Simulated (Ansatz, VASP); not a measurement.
One calculation of AlN, two programs

```xyz
4
Lattice="3.0631 0.0000 0.0000 -1.5316 2.6527 0.0000 0.0000 0.0000 4.9027" Properties=species:S:1:pos:R:3 pbc="T T T"
Al    0.0000    1.6832    0.0075
Al    1.5316    0.9695    2.4588
N     0.0000    1.8446    1.8801
N     1.5316    0.8081    4.3315
```

Change from the starting cell: mode 5 frozen in at -0.086 Å, equal normal strain along x, y and z -0.0083.

Alike in both runs: task single point; functional LDA; k mesh 9 × 9 × 6; occupations gaussian, width 0.05 eV; no spin polarisation.

```csv
,VASP,Ansatz
version,VASP 6.6.1,Ansatz 0.2.0
potentials or method,"VASP PAW LDA potentials, release 64 (Al, N), cutoff 520 eV","scalar-relativistic, plane waves, PAW"
valence electrons in the cell,16,16
```

Ansatz gave:

- gap on the k mesh at the Fermi level (eV): 4.55
- least direct gap on the mesh (eV): 4.55
- pressure (GPa): 5.3
- traceless stress, the component that is largest in VASP (GPa): 0.22
- rms of the force components (eV/Å): 0.210

**Question.** What did VASP give for the same quantities?

**Answer.** gap on the k mesh at the Fermi level (eV): 4.56; least direct gap on the mesh (eV): 4.56; pressure (GPa): 6.0; traceless stress, the component that is largest in VASP (GPa): 0.27; rms of the force components (eV/Å): 0.210.

LDA's correlation is that of Perdew and Zunger in VASP and of Perdew and Wang (1992) in Ansatz. Atom by atom the forces differ by 0.002 eV/Å (rms over components).
